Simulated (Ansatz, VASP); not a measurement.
# BP in VASP and in Ansatz

The input INCAR:

```
SYSTEM = BP
PREC = Accurate
ENCUT = 500
EDIFF = 1E-6
ISMEAR = 0
SIGMA = 0.02
LREAL = .FALSE.
LASPH = .TRUE.
NELM = 120
ALGO = Normal
ISIF = 2
LWAVE = .FALSE.
LCHARG = .TRUE.
GGA = CA
LELF = .TRUE.
LVHAR = .TRUE.
NBANDS = 11
GGA_COMPAT = .FALSE.
```

KPOINTS

```
Automatic mesh
0
G
  10 10 10
  0 0 0
```

Contents of POSCAR:

```
BP
1.0
    0.0000000000      2.3106687144      2.3106687144
    2.3106687144      0.0000000000      2.3106687144
    2.3106687144      2.3106687144      0.0000000000
B P
1 1
Direct
    0.0000000000      0.0000000000      0.0000000000
    0.2500000000      0.2500000000      0.2500000000
```

Input for Ansatz:

```yaml
crystal:
  lattice:
    - [0.0, 2.3106687144, 2.3106687144]
    - [2.3106687144, 0.0, 2.3106687144]
    - [2.3106687144, 2.3106687144, 0.0]
  atoms:
    - { symbol: B, position: [0.0, 0.0, 0.0] }
    - { symbol: P, position: [0.25, 0.25, 0.25] }
basis:
  ecutwfc: 420
kpoints:
  mp_grid: { grid: [10, 10, 10] }
hamiltonian:
  xc: lda
scf:
  occupations: { method: gaussian, width: 0.02 }
output:
  forces: true
  stress: true
  eigenvalues: true
```

Alike in both runs: task single point; functional LDA; k mesh 10 × 10 × 10; occupations gaussian, width 0.02 eV; no spin polarisation.

|  | VASP | Ansatz |
| --- | --- | --- |
| version | VASP 6.6.1 | Ansatz 0.2.0 |
| potentials or method | VASP PAW LDA potentials, release 64 (B, P), cutoff 500 eV | scalar-relativistic, plane waves, PAW |
| valence electrons in the cell | 8 | 8 |

|  | VASP | Ansatz | Ansatz less VASP |
| --- | --- | --- | --- |
| gap on the k mesh at the Fermi level (eV) | 1.25 | 1.25 | 0.000 |
| least direct gap on the mesh (eV) | 3.30 | 3.30 | -0.002 |
| pressure (GPa) | -12.9 | -12.9 | +0.06 |

LDA's correlation is that of Perdew and Zunger in VASP and of Perdew and Wang (1992) in Ansatz.
